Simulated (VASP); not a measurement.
The system is Mg7Se.

```
CELL_PARAMETERS angstrom
5.83000 0.00000 0.00000
-2.91500 5.04893 0.00000
0.00000 0.00000 4.76000
ATOMIC_POSITIONS crystal
Mg 0.50000 0.00000 0.00000
Mg 0.66666 0.83333 0.50000
Mg 0.66667 0.33333 0.50000
Mg 0.16667 0.83333 0.50000
Mg 0.00000 0.50000 0.00000
Mg 0.50000 0.50000 0.00000
Mg 0.16667 0.33334 0.50000
Se 0.00000 0.00000 0.00000
```

| Property | Result |
| --- | --- |
| Program | VASP 6.6.1 |
| Task | relaxation of cell and atoms |
| Functional | PBE |
| Potentials or basis | VASP PAW PBE potentials, release 64 (Mg, Se) |
| Cutoff | 600 eV |
| k mesh | 3 × 3 × 4 |
| Occupations | gaussian, width 0.2 eV |
| Spin | no spin polarisation |

At the start: pressure 15.3 GPa; volume 17.51 Å³/atom.

Problem. Where does the relaxation end?

Solution. Over 6 steps the energy falls by 206.8 meV/atom and the volume is 22.27 Å³/atom (+27.1 %); space group P-6m2 (No. 187, to 0.1 Å) before and after.

The path:
```tsv
step	energy change (eV)	largest force (eV/Å)	pressure (GPa)	volume (Å³)
1	0.0000	0.1235	15.32	140.11
2	-1.5879	0.0677	0.30	176.82
3	-1.5922	0.0635	-0.42	180.04
4	-1.5925	0.0646	-0.23	179.18
5	-1.6353	0.0382	-0.10	178.73
6	-1.6545	0.0136	0.14	178.13
```

Final structure:
```
Mg Se
1.0
     6.14824    0.00000    0.00000
    -3.07412    5.32453    0.00000
     0.00000    0.00000    5.44141
Mg Se
7 1
Direct
  0.50127 0.00254 0.00000
  0.66789 0.83395 0.50000
  0.66667 0.33333 0.50000
  0.16605 0.83395 0.50000
  0.99746 0.49873 0.00000
  0.50127 0.49873 0.00000
  0.16605 0.33211 0.50000
  0.00000 0.00000 0.00000
```

Caveat: the k points lie up to 0.39 Å⁻¹ apart in the final cell, too coarse for converged energies and pressures of a metal; the volume moved by over 15 % at a fixed basis, so the end points are rough.
